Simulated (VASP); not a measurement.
ZrTi:

```xyz
2
Lattice="0.0000 2.7300 2.7300 2.7300 0.0000 2.7300 2.7300 2.7300 0.0000" Properties=species:S:1:pos:R:3 pbc="T T T"
Zr    0.0000    0.0000    0.0000
Ti    2.7300    2.7300    2.7300
```

| Item | Value |
| --- | --- |
| Program | VASP 6.6.1 |
| Task | relaxation of cell and atoms |
| Functional | LDA |
| Potentials or basis | VASP PAW LDA potentials, release 64 (Zr_sv, Ti_sv) |
| Cutoff | 500 eV |
| k mesh | 8 × 8 × 8 |
| Occupations | methfessel-paxton, width 0.05 eV |
| Spin | no spin polarisation |

At the start: pressure -2.5 GPa; volume 20.35 Å³/atom.

Where does the relaxation end?

Over 3 steps the energy falls by 4.6 meV/atom and the volume is 19.76 Å³/atom (-2.9 %); space group Fm-3m (No. 225, to 0.1 Å) before and after.

Step by step:
```
step  energy change (eV)  largest force (eV/Å)  pressure (GPa)  volume (Å³)
   1              0.0000                0.0000           -2.46        40.69
   2             -0.0064                0.0000            1.42        38.88
   3             -0.0092                0.0000            0.00        39.51
```

Final structure:
```xyz
2
Lattice="0.0000 2.7034 2.7034 2.7034 0.0000 2.7034 2.7034 2.7034 0.0000" Properties=species:S:1:pos:R:3 pbc="T T T"
Zr    0.0000    0.0000    0.0000
Ti    2.7034    2.7034    2.7034
```
